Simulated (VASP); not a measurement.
# TaF3 (P4/mmm) in VASP: a series of runs, part 3 of 4

VASP 6.6.1. The steps go on from the part before.

## (4) Single point, PBEsol

This run uses another cell than the first one, of the same volume but with other edges.

Input file INCAR:

```
SYSTEM = TaF3
  PREC = Accurate
  ENCUT = 520
  EDIFF = 1E-6
  ISMEAR = 0
  SIGMA = 0.15
  LREAL = .False.
  LASPH = .True.
  NELM = 60
  ALGO = Normal
  ISIF = 2
  LWAVE = .False.
  LCHARG = .False.
  GGA = PS
  NBANDS = 24
```

Input file KPOINTS:

```
regular mesh
0
Gamma
  14 14 14
  0 0 0
```

Input file POSCAR:

```
TaF3
1.0
    3.4757490473      0.0000000000      0.0000000000
    0.0000000000      3.4757490473      0.0000000000
    0.0000000000      0.0000000000      4.9147091528
Ta F
1 3
Direct
    0.0000000000      0.0000000000      0.0000000000
    0.5000000000      0.0000000000      0.0000000000
    0.0000000000      0.5000000000      0.0000000000
    0.0000000000      0.0000000000      0.5000000000
```

Potentials or basis: VASP PAW PBE potentials, release 64 (Ta_pv, F).

On the command line:

```
cat potpaw_PBE.64/Ta_pv/POTCAR potpaw_PBE.64/F/POTCAR > POTCAR
mpirun -np 1 vasp_std > vasp.out
```

OUTCAR:

```text
SYSTEM = TaF3
   PREC = Accurate
   ENCUT = 520
   EDIFF = 1E-6
   ISMEAR = 0
   LREAL = .False.
   LASPH = .True.
   NELM = 60
   ISIF = 2
   GGA = PS

 ion  position               nearest neighbor table
   1  0.000  0.000  0.000-   2 1.74   3 1.74   3 1.74   2 1.74   4 2.46   4 2.46
   2  0.500  0.000  0.000-   1 1.74   1 1.74
   3  0.000  0.500  0.000-   1 1.74   1 1.74
   4  0.000  0.000  0.500-   1 2.46   1 2.46

  LATTYP: Found a simple tetragonal cell.
 ALAT       =     3.4757490473
 C/A-ratio  =     1.4140000000

  Lattice vectors:

 A1 = (   3.4757490473,   0.0000000000,   0.0000000000)
 A2 = (   0.0000000000,   3.4757490473,   0.0000000000)
 A3 = (   0.0000000000,   0.0000000000,   4.9147091528)

Analysis of symmetry for initial positions (statically):
=====================================================================
 Subroutine PRICEL returns:
 Original cell was already a primitive cell.

 Routine SETGRP: Setting up the symmetry group for a
 simple tetragonal supercell.

 Subroutine GETGRP returns: Found 16 space group operations
 (whereof 16 operations were pure point group operations)
 out of a pool of 16 trial point group operations.

The static configuration has the point symmetry D_4h.

Analysis of symmetry for dynamics (positions and initial velocities):
=====================================================================
 Subroutine PRICEL returns:
 Original cell was already a primitive cell.

 Routine SETGRP: Setting up the symmetry group for a
 simple tetragonal supercell.

 Subroutine GETGRP returns: Found 16 space group operations
 (whereof 16 operations were pure point group operations)
 out of a pool of 16 trial point group operations.

The dynamic configuration has the point symmetry D_4h.

 Subroutine INISYM returns: Found 16 space group operations
 (whereof 16 operations are pure point group operations),
 and found     1 'primitive' translations

----------------------------------------------------------------------------------------
[... 119 lines left out ...]
  Fermi-wavevector in a.u.,A,eV,Ry     =   1.332273  2.517631 24.149685  1.774952
  Thomas-Fermi vector in A             =   2.461221
   LORBIT       =      0    0 simple, 1 ext, 2 COOP (PROOUT), +10 PAW based schemes
   GGA     = PS    functional components
   LHFCALC =     F    Hartree Fock is set to
   AEXX    =    0.0000 exact exchange contribution
   IVDW    =     0    specifies the selected vdW correction
   LEPSILON=     F    determine dielectric tensor
   LRPA    =     F    only Hartree local field effects (RPA)
 non-spin polarized calculation
 Gauss-broadening in eV      SIGMA  =   0.15
  energy-cutoff  :      520.00
  volume of cell :       59.37
 maximum number of plane-waves:      1636
 NGX is ok and might be reduce to    28

 number of electron      31.9999990 magnetization

 Free energy of the ion-electron system (eV)
  ---------------------------------------------------
  ext. energy  EPLUGINS =         0.00000000
  ---------------------------------------------------
  free energy    TOTEN  =       -21.96016943 eV

  energy without entropy =      -21.93756638  energy(sigma->0) =      -21.94886791

 E-fermi :   3.8338     XC(G=0):  -9.2809

 val. band max:        3.8319855785   @ k =   0.3571   0.2143   0.0000
 cond. band min:       3.8422860869   @ k =   0.4286   0.0714   0.0714
 fundamental gap:      0.0103005084
 Fermi energy:         3.8338495942

 k-point     1 :       0.0000    0.0000    0.0000
  band No.  band energies     occupation
      1     -33.7779      2.00000
      2     -33.7779      2.00000
      3     -32.3066      2.00000
      4     -27.2566      2.00000
      5     -27.1456      2.00000
      6     -20.1239      2.00000
[... 637 lines left out ...]
     23      13.4219      0.00000
     24      13.9531      0.00000

 [... further k-points ...]

------------------------ aborting loop because EDIFF is reached ----------------------------------------

  FORCE on cell =-STRESS in cart. coord.  units (eV):
  Direction    XX          YY          ZZ          XY          YZ          ZX
  --------------------------------------------------------------------------------------
  -------------------------------------------------------------------------------------
  Total       38.4398657     38.4398657     -8.1735523      0.0000000     -0.0000000      0.0000000
  in kB     1037.2842823   1037.2842823   -220.5600152      0.0000000     -0.0000000      0.0000000
  external PRESSURE =     618.0028498 kB  Pullay stress =       0.0000000 kB

 VOLUME and BASIS-vectors are now :
 -----------------------------------------------------------------------------
  energy-cutoff  :      520.00
  volume of cell :       59.37
      direct lattice vectors                 reciprocal lattice vectors
     3.475749047  0.000000000  0.000000000     0.287707768  0.000000000  0.000000000
     0.000000000  3.475749047  0.000000000     0.000000000  0.287707768  0.000000000
     0.000000000  0.000000000  4.914709153     0.000000000  0.000000000  0.203470840

 POSITION                                       TOTAL-FORCE (eV/Angst)
 -----------------------------------------------------------------------------------
      0.00000      0.00000      0.00000         0.000000      0.000000      0.000000
      1.73787      0.00000      0.00000         0.000000      0.000000      0.000000
      0.00000      1.73787      0.00000         0.000000      0.000000      0.000000
      0.00000      0.00000      2.45735         0.000000      0.000000      0.000000
 -----------------------------------------------------------------------------------
    total drift:                               -0.000000      0.000000     -0.000000

  FREE ENERGIE OF THE ION-ELECTRON SYSTEM (eV)
  ---------------------------------------------------
  free  energy   TOTEN  =       -21.9601694342 eV

  energy  without entropy=      -21.9375663791  energy(sigma->0) =      -21.94886791
```

OSZICAR:

```text
N       E                     dE             d eps       ncg     rms          rms(c)
DAV:   1     0.273418549731E+03    0.27342E+03   -0.18179E+04 13824   0.131E+03
DAV:   2    -0.106389560910E+02   -0.28406E+03   -0.27320E+03 16952   0.377E+02
DAV:   3    -0.243789424408E+02   -0.13740E+02   -0.13659E+02 17024   0.842E+01
DAV:   4    -0.244928854552E+02   -0.11394E+00   -0.11391E+00 15448   0.846E+00
DAV:   5    -0.244941453640E+02   -0.12599E-02   -0.12598E-02 17416   0.862E-01    0.491E+01
DAV:   6    -0.221132144354E+02    0.23809E+01   -0.76641E+00 15496   0.243E+01    0.258E+01
DAV:   7    -0.220052115738E+02    0.10800E+00   -0.72548E-01 14640   0.645E+00    0.105E+01
DAV:   8    -0.219580726523E+02    0.47139E-01   -0.14464E-01 17456   0.211E+00    0.542E-01
DAV:   9    -0.219586882311E+02   -0.61558E-03   -0.65218E-03 14480   0.467E-01    0.169E-01
DAV:  10    -0.219599950230E+02   -0.13068E-02   -0.10259E-03 15664   0.193E-01    0.750E-02
DAV:  11    -0.219601471087E+02   -0.15209E-03   -0.24773E-04 15632   0.946E-02    0.164E-02
DAV:  12    -0.219601660328E+02   -0.18924E-04   -0.26148E-05 15856   0.325E-02    0.151E-02
DAV:  13    -0.219601688614E+02   -0.28286E-05   -0.32341E-06 15392   0.100E-02    0.309E-03
DAV:  14    -0.219601694342E+02   -0.57282E-06   -0.49924E-07 11424   0.422E-03
   1 F= -.21960169E+02 E0= -.21948868E+02  d E =-.226031E-01
```

stdout:

```text
POSCAR found type information on POSCAR TaF
 POSCAR found :  2 types and       4 ions
 scaLAPACK will be used
 -----------------------------------------------------------------------------
|                                                                             |
|                                                                             |
|     You enforced a specific xc type in the INCAR file but a different       |
|     I HOPE YOU KNOW WHAT YOU ARE DOING!                                     |
|                                                                             |
 -----------------------------------------------------------------------------

 LDA part: xc-table for (Slater+PW92), standard interpolation
 POSCAR, INCAR and KPOINTS ok, starting setup
 FFT: planning ... GRIDC
 FFT: planning ... GRID_SOFT
 FFT: planning ... GRID
 WAVECAR not read
 entering main loop
```

It took 2.1 min on 1 thread of Intel Xeon 6975P-C (Granite Rapids), shared host; peak memory 0.44 GiB.

Results:

* Free energy: -21.9602 eV
* Pressure: 61.8 GPa
* Band gap on the k mesh: zero (bands 16 and 17 overlap by 3.88 eV)

Stress tensor (GPa, compression positive):
```
103.73   0.00   0.00
  0.00 103.73   0.00
  0.00   0.00 -22.06
```

Caveat: the cell stands under pressure; the PAW data sets were made with another functional, which shifts forces and pressure a little; spin-orbit coupling is left out, which moves the levels of the heavy elements.

## (5) Single point, PBEsol

This run uses another cell than the first one, of the same volume but with other edges.

Input file INCAR:

```
  PREC = Accurate
  ENCUT = 520
  EDIFF = 1E-7
  ISMEAR = 0
  SIGMA = 0.15
  LREAL = F
  LASPH = T
  NELM = 60
  ALGO = Normal
  ISIF = 2
  LWAVE = F
  LCHARG = F
  GGA = PS
  NBANDS = 24
```

Input file KPOINTS:

```
regular mesh
0
Gamma
  14 14 14
```

Input file POSCAR:

```
TaF3
1.0
    4.1183688493      0.0000000000      0.0000000000
    0.0000000000      4.1183688493      0.0000000000
    0.0000000000      0.0000000000      3.5006135219
Ta F
1 3
Direct
    0.0000000000      0.0000000000      0.0000000000
    0.5000000000      0.0000000000      0.0000000000
    0.0000000000      0.5000000000      0.0000000000
    0.0000000000      0.0000000000      0.5000000000
```

On the command line:

```
cat potpaw_PBE.64/Ta_pv/POTCAR potpaw_PBE.64/F/POTCAR > POTCAR
mpirun -np 1 vasp_std > vasp.out
```

Run time: 1.8 min. Hardware: 1 thread of Intel Xeon 6975P-C (Granite Rapids), shared host; peak memory 0.44 GiB.

The run converged. Its results:

```yaml
Free_energy: -25.6861 eV
Pressure: 32.6 GPa
Band_gap_on_the_k_mesh: zero (bands 16 and 17 overlap by 2.53 eV)
```

Stress tensor (GPa, compression positive):
```
 1.32  0.00  0.00
 0.00  1.32  0.00
 0.00  0.00 95.06
```

Levels at points of the mesh, in eV from the Fermi level:
| k point | band 14 | band 15 | band 16 | band 17 | band 18 | band 19 |
| --- | --- | --- | --- | --- | --- | --- |
| (0.00, 0.00, 0.00) | -8.27 | -8.16 | -1.19 | -1.19 | -1.15 | -0.68 |
| (0.50, 0.00, 0.00) | -8.56 | -8.29 | -1.15 | 0.00 | 0.08 | 1.21 |
| (0.50, 0.50, 0.00) | -8.74 | -7.71 | 0.04 | 0.04 | 0.96 | 4.73 |
| (0.00, 0.00, 0.50) | -8.23 | -8.23 | -0.90 | 1.61 | 1.61 | 1.90 |
| (0.50, 0.00, 0.50) | -8.50 | -8.31 | 0.33 | 1.71 | 2.27 | 2.34 |
| (0.50, 0.50, 0.50) | -8.30 | -7.68 | 1.33 | 2.57 | 2.57 | 3.98 |

Caveat: the cell stands under pressure; the PAW data sets were made with another functional, which shifts forces and pressure a little; spin-orbit coupling is left out, which moves the levels of the heavy elements.

(Continued in part 4 of 4.)
